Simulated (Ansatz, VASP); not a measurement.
HfN: VASP beside Ansatz

```xyz
2
Lattice="0.0000 2.2251 2.2251 2.2590 -0.0339 2.2590 2.2590 2.2590 -0.0339" Properties=species:S:1:pos:R:3 pbc="T T T"
Hf    0.0000    0.0000    0.0000
N     2.2590    2.2251    2.2251
```

Change from the starting cell: strain -0.0300 x Voigt [0, 0, 0, 1, 0, 0], atoms carried along.

Alike in both runs: task single point; functional LDA; k mesh 18 × 18 × 18; occupations gaussian, width 0.15 eV; no spin polarisation.

|  | VASP | Ansatz |
| --- | --- | --- |
| version | VASP 6.6.1 | Ansatz 0.2.0 |
| potentials or method | VASP PAW LDA potentials, release 64 (Hf_pv, N), cutoff 520 eV | scalar-relativistic, plane waves, PAW |
| valence electrons in the cell | 15 | 31 |

Ansatz gave:

| Item | Value |
| --- | --- |
| gap on the k mesh at the Fermi level (eV) | none |
| pressure (GPa) | -9.3 |
| traceless stress, the component that is largest in VASP (GPa) | 3.68 |

Task: Estimate VASP's values.

Result: gap on the k mesh at the Fermi level (eV): none; pressure (GPa): -10.5; traceless stress, the component that is largest in VASP (GPa): 3.73.

LDA's correlation is that of Perdew and Zunger in VASP and of Perdew and Wang (1992) in Ansatz. A gap of «none» marks a metal or a gap that the smearing closes. VASP's potentials hold 15 valence electrons a cell and Ansatz's 31, so a difference there can come from the potentials and not from the codes.

Neither program's run includes spin-orbit coupling.
